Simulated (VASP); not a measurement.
# Ru (P6_3/mmc) in VASP: notebook, part 2 of 2

VASP 6.6.1. Earlier steps stand in the parts before.

## (4) Single point, PBE (volume scaled by 0.99)

File INCAR:

```
PREC = Accurate
ENCUT = 520
EDIFF = 1E-6
ISMEAR = -1
SIGMA = 0.03
LREAL = F
LASPH = T
NELM = 80
ALGO = Normal
ISIF = 2
LWAVE = F
LCHARG = F
GGA = PE
NBANDS = 21
```

File KPOINTS:

```
Automatic mesh
0
Gamma
  14 14 8
```

File POSCAR:

```
Ru
1.0
    2.6967497705      0.0000000000      0.0000000000
   -1.3483748852      2.3354538089      0.0000000000
    0.0000000000      0.0000000000      4.2675791572
Ru
2
Direct
    0.3333333333      0.6666666667      0.2500000000
    0.6666666667      0.3333333333      0.7500000000
```

Potentials or basis: VASP PAW PBE potentials, release 64 (Ru_pv).

Started as:

```console
$ cat potpaw_PBE.64/Ru_pv/POTCAR > POTCAR
$ mpirun -np 1 vasp_std > vasp.out
```

OUTCAR:

```text
PREC = Accurate
   ENCUT = 520
   EDIFF = 1E-6
   ISMEAR = -1
   LREAL = F
   LASPH = T
   NELM = 80
   ISIF = 2
   GGA = PE

 ion  position               nearest neighbor table
   1  0.333  0.667  0.250-   2 2.64   2 2.64   2 2.64   2 2.64   2 2.64   2 2.64
   2  0.667  0.333  0.750-   1 2.64   1 2.64   1 2.64   1 2.64   1 2.64   1 2.64

  LATTYP: Found a hexagonal cell.
 ALAT       =     2.6967497705
 C/A-ratio  =     1.5824898564

  Lattice vectors:

 A1 = (   2.6967497705,   0.0000000000,   0.0000000000)
 A2 = (  -1.3483748852,   2.3354538089,   0.0000000000)
 A3 = (   0.0000000000,   0.0000000000,   4.2675791572)

Analysis of symmetry for initial positions (statically):
=====================================================================
 Subroutine PRICEL returns:
 Original cell was already a primitive cell.

 Routine SETGRP: Setting up the symmetry group for a
 hexagonal supercell.

 Subroutine GETGRP returns: Found 24 space group operations
 (whereof 12 operations were pure point group operations)
 out of a pool of 24 trial point group operations.

The static configuration has the point symmetry D_3d.
 The point group associated with its full space group is D_6h.

Analysis of symmetry for dynamics (positions and initial velocities):
=====================================================================
 Subroutine PRICEL returns:
 Original cell was already a primitive cell.

 Routine SETGRP: Setting up the symmetry group for a
 hexagonal supercell.

 Subroutine GETGRP returns: Found 24 space group operations
 (whereof 12 operations were pure point group operations)
 out of a pool of 24 trial point group operations.

The dynamic configuration has the point symmetry D_3d.
 The point group associated with its full space group is D_6h.

 Subroutine INISYM returns: Found 24 space group operations
 (whereof 12 operations are pure point group operations),
 and found     1 'primitive' translations

----------------------------------------------------------------------------------------

                                     Primitive cell

  volume of cell :      26.8778

  direct lattice vectors                    reciprocal lattice vectors
     2.696749770  0.000000000  0.000000000     0.370816755  0.214091154  0.000000000
    -1.348374885  2.335453809  0.000000000     0.000000000  0.428182307  0.000000000
     0.000000000  0.000000000  4.267579157     0.000000000  0.000000000  0.234324886

  length of vectors
     2.696749770  2.696749770  4.267579157     0.428182307  0.428182307  0.234324886

  position of ions in fractional coordinates (direct lattice)
     0.333333333  0.666666667  0.250000000
     0.666666667  0.333333333  0.750000000

  ion indices of the primitive-cell ions
   primitive index   ion index
                 1           1
                 2           2

----------------------------------------------------------------------------------------

 KPOINTS: Automatic mesh

Automatic generation of k-mesh.
 Grid dimensions read from file:
 generate k-points for:   14   14    8

 Generating k-lattice:

  Cartesian coordinates                     Fractional coordinates (reciprocal lattice)
     0.026486911  0.015292225  0.000000000     0.071428571  0.000000000  0.000000000
     0.000000000  0.030584451  0.000000000     0.000000000  0.071428571  0.000000000
     0.000000000  0.000000000  0.029290611     0.000000000  0.000000000  0.125000000

  Length of vectors
     0.030584451  0.030584451  0.029290611

  Shift w.r.t. Gamma in fractional coordinates (k-lattice)
     0.000000000  0.000000000  0.000000000

 Subroutine IBZKPT returns following result:
 ===========================================

 Found    120 irreducible k-points:

 Following reciprocal coordinates:
            Coordinates               Weight
  0.000000  0.000000  0.000000      1.000000
  0.071429 -0.000000  0.000000      6.000000
  0.142857  0.000000  0.000000      6.000000
  0.214286  0.000000  0.000000      6.000000
  0.285714  0.000000  0.000000      6.000000
  0.357143  0.000000  0.000000      6.000000
[... 16 lines left out ...]
  0.285714  0.285714  0.000000      6.000000
  0.357143  0.285714  0.000000      6.000000
 [... further k-points ...]
   k-points           NKPTS =    120   k-points in BZ     NKDIM =    120   number of bands    NBANDS=     21
   number of dos      NEDOS =    301   number of ions     NIONS =      2
   total plane-waves  NPLWV =  12800
   dimension x,y,z NGX =    20 NGY =   20 NGZ =   32
   dimension x,y,z NGXF=    40 NGYF=   40 NGZF=   64
   ions per type =               2
   NGX,Y,Z   is equivalent  to a cutoff of  12.33, 12.33, 12.47 a.u.
   NGXF,Y,Z  is equivalent  to a cutoff of  24.66, 24.66, 24.93 a.u.
 SYSTEM =  unknown system
   PREC   = accura    normal or accurate (medium, high low for compatibility)
   ISTART =      0    job   : 0-new  1-cont  2-samecut
   ICHARG =      2    charge: 1-file 2-atom 10-const
   ISPIN  =      1    spin polarized calculation?
   LNONCOLLINEAR =      F non collinear calculations
   LSORBIT =      F    spin-orbit coupling
   LASPH  =      T    aspherical Exc in radial PAW
   ENCUT  =  520.0 eV  38.22 Ry    6.18 a.u.   5.01  5.01  7.93*2*pi/ulx,y,z
   NELM   =     80;   NELMIN=  2; NELMDL= -5     # of ELM steps
   EDIFF  = 0.1E-05   stopping-criterion for ELM
   LREAL  =      F    real-space projection
   EDIFFG = 0.1E-04   stopping-criterion for IOM
   NSW    =      0    number of steps for IOM
   IBRION =     -1    ionic relax: 0-MD 1-quasi-New 2-CG
   NFREE  =      0    steps in history (QN), initial steepest desc. (CG)
   ISIF   =      2    stress and relaxation
   ISYM   =      2    0-nonsym 1-usesym 2-fastsym
   POTIM  = 0.5000    time-step for ionic-motion
   TEBEG  =    0.0;   TEEND  =   0.0 temperature during run
   PSTRESS=    0.0 pullay stress
   NELECT =      28.0000    total number of electrons
   NUPDOWN=      -1.0000    fix difference up-down
   EMIN   =  10.00;   EMAX   =-10.00  energy-range for DOS
   EFERMI =   0.00;   METHOD = LEGACY
   ISMEAR =    -1;   SIGMA  =   0.03  broadening in eV -4-tet -1-fermi 0-gaus
   EFERMI_NEDOS =   21; number of points for ismear=-14 and -15
   IALGO  =     38    algorithm
   IMIX   =      4    mixing-type and parameters
     AMIX     =   0.40;   BMIX     =  1.00
     AMIX_MAG =   1.60;   BMIX_MAG =  1.00
  volume/ion in A,a.u.               =      13.44        90.69
  Fermi-wavevector in a.u.,A,eV,Ry     =   1.659573  3.136138 37.472924  2.754182
  Thomas-Fermi vector in A             =   2.746958
   LORBIT       =      0    0 simple, 1 ext, 2 COOP (PROOUT), +10 PAW based schemes
   GGA     = PE    functional components
   LHFCALC =     F    Hartree Fock is set to
   AEXX    =    0.0000 exact exchange contribution
   IVDW    =     0    specifies the selected vdW correction
   LEPSILON=     F    determine dielectric tensor
   LRPA    =     F    only Hartree local field effects (RPA)
 non-spin polarized calculation
  energy-cutoff  :      520.00
  volume of cell :       26.88
 maximum number of plane-waves:       742
 NGX is ok and might be reduce to    20
   NGX =  9   NGY =  9   NGZ = 15

 number of electron      28.0000003 magnetization

 Free energy of the ion-electron system (eV)
  ---------------------------------------------------
  ext. energy  EPLUGINS =         0.00000000
  ---------------------------------------------------
  free energy    TOTEN  =       -18.44944156 eV

  energy without entropy =      -18.44284888  energy(sigma->0) =      -18.44614522

 E-fermi :  13.0132     XC(G=0): -14.1835

 val. band max:       13.0115002324   @ k =   0.0000   0.0000   0.3750
 cond. band min:      13.0232200799   @ k =   0.2857   0.1429   0.0000
 fundamental gap:      0.0117198475
 Fermi energy:        13.0131967666

 k-point     1 :       0.0000    0.0000    0.0000
  band No.  band energies     occupation
      1     -30.6658      2.00000
      2     -29.6946      2.00000
      3     -29.6946      2.00000
      4     -29.5190      2.00000
      5     -29.5190      2.00000
      6     -29.4836      2.00000
[... 13 lines left out ...]
     20      23.4324      0.00000
     21      23.5192      0.00000
[... 529 lines left out ...]
 k-point    24 :       0.3571    0.2857    0.0000
  band No.  band energies     occupation
      1     -30.3354      2.00000
      2     -30.1467      2.00000
      3     -30.1423      2.00000
      4     -30.0123      2.00000
      5     -29.9262      2.00000
      6     -29.9167      2.00000
[... 13 lines left out ...]
     20      23.4325      0.00000
     21      23.4327      0.00000

 [... further k-points ...]

------------------------ aborting loop because EDIFF is reached ----------------------------------------

  FORCE on cell =-STRESS in cart. coord.  units (eV):
  Direction    XX          YY          ZZ          XY          YZ          ZX
  --------------------------------------------------------------------------------------
  -------------------------------------------------------------------------------------
  Total        1.4111209      1.4111209      1.1654764      0.0000000      0.0000000     -0.0000000
  in kB       84.1165194     84.1165194     69.4737213      0.0000000      0.0000000     -0.0000000
  external PRESSURE =      79.2355867 kB  Pullay stress =       0.0000000 kB

 VOLUME and BASIS-vectors are now :
 -----------------------------------------------------------------------------
  energy-cutoff  :      520.00
  volume of cell :       26.88
      direct lattice vectors                 reciprocal lattice vectors
     2.696749770  0.000000000  0.000000000     0.370816755  0.214091154  0.000000000
    -1.348374885  2.335453809  0.000000000     0.000000000  0.428182307  0.000000000
     0.000000000  0.000000000  4.267579157     0.000000000  0.000000000  0.234324886

 POSITION                                       TOTAL-FORCE (eV/Angst)
 -----------------------------------------------------------------------------------
     -0.00000      1.55697      1.06689        -0.000000      0.000000      0.000000
      1.34837      0.77848      3.20068         0.000000     -0.000000      0.000000
 -----------------------------------------------------------------------------------
    total drift:                               -0.000000      0.000000     -0.000000

  FREE ENERGIE OF THE ION-ELECTRON SYSTEM (eV)
  ---------------------------------------------------
  free  energy   TOTEN  =       -18.4494415642 eV

  energy  without entropy=      -18.4428488796  energy(sigma->0) =      -18.44614522
```

OSZICAR:

```text
N       E                     dE             d eps       ncg     rms          rms(c)
DAV:   1     0.287324012899E+03    0.28732E+03   -0.17536E+04  5048   0.148E+03
DAV:   2    -0.139370843991E+02   -0.30126E+03   -0.29216E+03  5170   0.446E+02
DAV:   3    -0.197405617118E+02   -0.58035E+01   -0.57672E+01  5960   0.691E+01
DAV:   4    -0.197842432248E+02   -0.43682E-01   -0.43586E-01  6221   0.576E+00
DAV:   5    -0.197848643393E+02   -0.62111E-03   -0.61571E-03  5760   0.597E-01    0.182E+01
DAV:   6    -0.185365991102E+02    0.12483E+01   -0.27872E+00  5725   0.164E+01    0.502E+00
DAV:   7    -0.184572152553E+02    0.79384E-01   -0.42356E-01  5825   0.491E+00    0.108E+00
DAV:   8    -0.184498229766E+02    0.73923E-02   -0.17386E-02  5420   0.109E+00    0.342E-01
DAV:   9    -0.184494359131E+02    0.38706E-03   -0.81921E-04  5705   0.305E-01    0.344E-02
DAV:  10    -0.184494445574E+02   -0.86443E-05   -0.57028E-05  5655   0.785E-02    0.192E-02
DAV:  11    -0.184494415717E+02    0.29856E-05   -0.90754E-06  5615   0.290E-02    0.128E-03
DAV:  12    -0.184494415642E+02    0.75083E-08   -0.68734E-08  3280   0.260E-03
   1 F= -.18449442E+02 E0= -.18446145E+02  d E =-.659268E-02
```

stdout:

```text
POSCAR found type information on POSCAR Ru
 POSCAR found :  1 types and       2 ions
 scaLAPACK will be used
 LDA part: xc-table for (Slater+PW92), standard interpolation
 POSCAR, INCAR and KPOINTS ok, starting setup
 FFT: planning ... GRIDC
 FFT: planning ... GRID_SOFT
 FFT: planning ... GRID
 WAVECAR not read
 entering main loop
```

Run time: 29 s. Hardware: 1 thread of AMD EPYC 9R45 (Zen 5), shared host; peak memory 0.14 GiB.

What came out:

| Property | Result |
| --- | --- |
| Free energy | -18.4494 eV |
| Pressure | 7.9 GPa |
| Band gap on the k mesh | zero (band 14 reaches 14.68 eV, above the bottom of band 15 at 11.50 eV) |

Caveat: the cell differs from its parent crystal (volume scaled by 0.99).

## (5) Single point, PBE

This run uses another cell than the first one, of 13.57 Å³/atom, 1.031 times its volume.

File INCAR:

```
SYSTEM = Ru
PREC = Accurate ; ENCUT = 520
EDIFF = 1E-6 ; ISMEAR = -1
SIGMA = 0.03 ; LREAL = .FALSE.
LASPH = .TRUE. ; NELM = 100
ALGO = Normal ; ISIF = 2
LWAVE = .FALSE. ; LCHARG = .FALSE.
GGA = PE ; NBANDS = 21
```

File KPOINTS:

```
Automatic mesh
0
G
  14 14 8
  0 0 0
```

File POSCAR:

```
Ru
1.0
    2.7057993342      0.0000000000      0.0000000000
   -1.3528996671      2.3432909610      0.0000000000
    0.0000000000      0.0000000000      4.2819000000
Ru
2
Direct
    0.3333333333      0.6666666667      0.2500000000
    0.6666666667      0.3333333333      0.7500000000
```

Started as:

```console
$ cat potpaw_PBE.64/Ru_pv/POTCAR > POTCAR
$ mpirun -np 1 vasp_std > vasp.out
```

It took 31 s on 1 thread of AMD EPYC 9R45 (Zen 5), shared host; peak memory 0.14 GiB.

Results (log left out):

- Free energy: -18.4601 eV
- Pressure: 4.5 GPa
- Band gap on the k mesh: zero (band 14 reaches 14.47 eV, above the bottom of band 15 at 11.34 eV)

Stress tensor (GPa, compression positive):
```
5.01 0.00 0.00
0.00 5.01 0.00
0.00 0.00 3.38
```

Levels at points of the mesh, in eV from the Fermi level:
```csv
k point,band 12,band 13,band 14,band 15,band 16,band 17
"(0.00, 0.00, 0.00)",-1.90,-1.90,-1.38,-1.38,1.19,1.19
"(0.50, 0.00, 0.00)",-1.78,-1.51,1.44,1.86,1.93,4.08
"(0.00, 0.00, 0.50)",-2.74,-2.70,-2.70,0.56,0.56,0.56
"(0.50, 0.00, 0.50)",-1.04,0.46,0.46,1.70,1.70,3.41
```

## (6) Summary

| cell | gap on the mesh (eV) | pressure (GPa) |
| --- | --- | --- |
| a = 2.678, b = 2.678, c = 4.239 Å, angles 90.0, 90.0, 120.0°, 2 atoms | none | 15.5 |
| a = 2.688, b = 2.688, c = 4.253 Å, angles 90.0, 90.0, 120.0°, 2 atoms | none | 11.6 |
| a = 2.697, b = 2.697, c = 4.268 Å, angles 90.0, 90.0, 120.0°, 2 atoms | none | 7.9 |
| a = 2.706, b = 2.706, c = 4.282 Å, angles 90.0, 90.0, 120.0°, 2 atoms | none | 4.5 |

Alike in all rows: task single point; level PBE; potentials or basis VASP PAW PBE potentials, release 64 (Ru_pv); no spin polarisation; k mesh 14 × 14 × 8; cutoff (eV) 520; smearing fermi-dirac 0.03 eV.

Absolute energies hang on the potentials; compare differences alone.
